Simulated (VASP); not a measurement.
Al:

```
Al
1.0
     2.81246    0.00000    0.00000
    -1.40623    2.43566    0.00000
     0.00000    0.00000    4.86685
Al
2
Direct
  0.33333 0.66667 0.25000
  0.66667 0.33333 0.75000
```

* Program: VASP 6.6.1
* Task: relaxation of cell and atoms
* Functional: revPBE
* Dispersion: D3(BJ)
* Potentials or basis: VASP PAW PBE potentials, release 64 (Al)
* Cutoff: 600 eV
* k mesh: 11 × 11 × 6
* Occupations: fermi-dirac, width 0.05 eV
* Spin: no spin polarisation

At the start: pressure -5.2 GPa; volume 16.67 Å³/atom.

**Question.** How do energy, volume and symmetry change on relaxing?

**Answer.** Over 8 steps the energy falls by 31.2 meV/atom and the volume is 15.50 Å³/atom (-7.0 %); space group P6_3/mmc (No. 194, to 0.05 Å).

The path:
```csv
step,energy change (eV),largest force (eV/Å),pressure (GPa),volume (Å³)
1,0.0000,0.0000,-5.24,33.34
2,-0.0545,0.0000,0.84,30.77
3,-0.0545,0.0000,0.94,30.73
4,-0.0614,0.0000,0.77,30.75
5,-0.0617,0.0000,0.78,30.75
6,-0.0617,0.0000,0.78,30.75
7,-0.0623,0.0000,-0.18,31.07
8,-0.0624,0.0000,0.00,31.01
```

Final structure:
```
Al
1.0
     2.78731    0.00000    0.00000
    -1.39365    2.41388    0.00000
     0.00000    0.00000    4.60842
Al
2
Direct
  0.33333 0.66667 0.25000
  0.66667 0.33333 0.75000
```

Caveat: the PAW data sets were made with another functional, which shifts forces and pressure a little; pairwise dispersion overbinds metals, which lowers pressure and volume.
